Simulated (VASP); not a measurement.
PbSe (rocksalt type): single point with PBE

PbSe (rocksalt type):

```xyz
2
Lattice="0.0000 3.1336 3.1336 3.1336 0.0000 3.1336 3.1336 3.1336 0.0000" Properties=species:S:1:pos:R:3 pbc="T T T"
Pb    0.0000    0.0000    0.0000
Se    3.1336    3.1336    3.1336
```

```json
{"Program": "VASP 6.6.1", "Task": "single point", "Functional": "PBE", "Potentials or basis": "VASP PAW PBE potentials, release 64 (Pb_d, Se)", "Cutoff": "520 eV", "k mesh": "10 × 10 × 10", "Occupations": "fermi-dirac, width 0.03 eV", "Spin": "no spin polarisation"}
```

```yaml
Pressure: -1.1 GPa
Band_gap_on_the_k_mesh: 0.50 eV
```

Levels at points of the mesh, in eV from the valence-band top:
| k point | band 8 | band 9 | band 10 | band 11 | band 12 | band 13 |
| --- | --- | --- | --- | --- | --- | --- |
| (0.00, 0.00, 0.00) | -1.52 | -1.52 | -1.52 | 4.60 | 4.60 | 4.60 |
| (0.50, 0.00, 0.00) | -1.16 | -1.16 | 0.00 | 0.50 | 1.88 | 1.88 |
| (0.50, 0.50, 0.00) | -4.36 | -2.76 | -2.76 | 4.03 | 5.39 | 5.39 |

Run time: 87 s on 1 thread of Intel Xeon 8259CL, with other jobs on the host, peak memory 0.23 GiB.

Caveat: spin-orbit coupling is left out, which moves the levels of the heavy elements. A k mesh can miss the band edges.
